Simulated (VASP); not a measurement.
Write the native input for VASP 6.6.1 that does the following.

```yaml
Task: single point
Functional: PBE
Dispersion: D3(BJ)
Potentials_or_basis: VASP PAW PBE potentials, release 64 (Li_sv, S, Na_pv)
Cutoff: 520 eV
k_mesh: 3 × 3 × 3
Occupations: gaussian, width 0.02 eV
Spin: no spin polarisation
Dipole_correction: no
Further_INCAR_settings: LREAL = Auto; ALGO = Normal; EDIFF = 1e-06; NBANDS = 74
```

The structure of NaLi3S2 lies in POSCAR:

```
NaLi3S2
1.0
    7.2775590000      0.1037230000     -0.0358130000
    0.1033120000      7.2538910000      0.3143230000
   -0.0387420000      0.3031610000      7.3464110000
Li S Na
12 8 4
Direct
    0.0529288664      0.7434991759      0.2923413625
    0.2331150606      0.9406308282      0.5535179171
    0.5065603704      0.0244200354      0.9701172550
    0.5331328617      0.7628623939      0.3580399451
    0.1761174476      0.3610596061      0.8118144411
    0.2177702951      0.3900547702      0.4525106562
    0.4499943205      0.5817272397      0.6484346376
    0.3452463981      0.2979397388      0.1545163236
    0.5765246375      0.0865432380      0.3511584369
    0.8737034378      0.4498754272      0.4706107869
    0.6272475614      0.2129562135      0.6472636832
    0.0029222765      0.1191143259      0.3025587303
    0.1096150415      0.6372313789      0.6138603590
    0.2904657440      0.9671988412      0.2149808462
    0.5304318977      0.8977837323      0.6690053856
    0.0017686310      0.1701288829      0.6237574076
    0.0531449676      0.4418935727      0.1567580627
    0.5019368086      0.3583876390      0.8885222856
    0.7796014425      0.9156051178      0.1721198128
    0.5449322702      0.4200684318      0.3901065063
    0.8727393916      0.8460850022      0.7724752020
    0.2698530988      0.7075235889      0.9561384038
    0.7067385565      0.5734300120      0.0791602853
    0.8571750452      0.2185355099      0.9578558712
```

One way to write it, as run:

INCAR

```
SYSTEM = NaLi3S2
  PREC = Accurate
  ENCUT = 520
  EDIFF = 1E-6
  ISMEAR = 0
  SIGMA = 0.02
  LREAL = Auto
  LASPH = .True.
  NELM = 80
  ALGO = Normal
  ISIF = 2
  LWAVE = .False.
  LCHARG = .True.
  GGA = PE
  IVDW = 12
  LELF = .True.
  LVHAR = .True.
  NBANDS = 74
```

KPOINTS

```
regular mesh
0
Gamma
  3 3 3
  0 0 0
```

Potentials or basis: VASP PAW PBE potentials, release 64 (Li_sv, S, Na_pv).

Launch:

```console
$ cat potpaw_PBE.64/Li_sv/POTCAR potpaw_PBE.64/S/POTCAR potpaw_PBE.64/Na_pv/POTCAR > POTCAR
$ mpirun -np 1 vasp_std > vasp.out
```

Results of the run:

The largest force is 0.030 eV/Å and the band gap on the k mesh is 3.09 eV. The dispersion energy per atom is -0.275 eV.

Caveat: the atoms stand as in a frame of molecular dynamics.

Run time: 17 min on 1 thread of Oxide Virtual Turin-like Processor, on a shared host, peak memory 0.49 GiB.
